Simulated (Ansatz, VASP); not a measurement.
Two plane-wave programs on NaBe2

```
Na Be
1.0
     3.82085    0.00000    0.00000
     0.00000    3.82085    0.00000
     0.00000    0.00000    4.17803
Na Be
1 2
Direct
  0.50000 0.50000 0.00000
  0.00000 0.00000 0.25333
  0.00000 0.00000 0.74667
```

Alike in both runs: functional PBE; k mesh 12 × 12 × 12; occupations gaussian, width 0.1 eV; no spin polarisation.

Ansatz relaxed the structure, and its values are those at the end. VASP's run is a single point on that final structure, the one shown.

|  | VASP | Ansatz |
| --- | --- | --- |
| version | VASP 6.6.1 | Ansatz 0.2.0 |
| potentials or method | VASP PAW PBE potentials, release 64 (Na_pv, Be), cutoff 520 eV | scalar-relativistic, plane waves, PAW |
| valence electrons in the cell | 11 | 13 |

```csv
,VASP,Ansatz,Ansatz less VASP
gap on the k mesh at the Fermi level (eV),none,none,-
pressure (GPa),0.0,0.0,-0.03
```

A gap of «none» marks a metal or a gap that the smearing closes. VASP's potentials hold 11 valence electrons a cell and Ansatz's 13, so a difference there can come from the potentials and not from the codes.
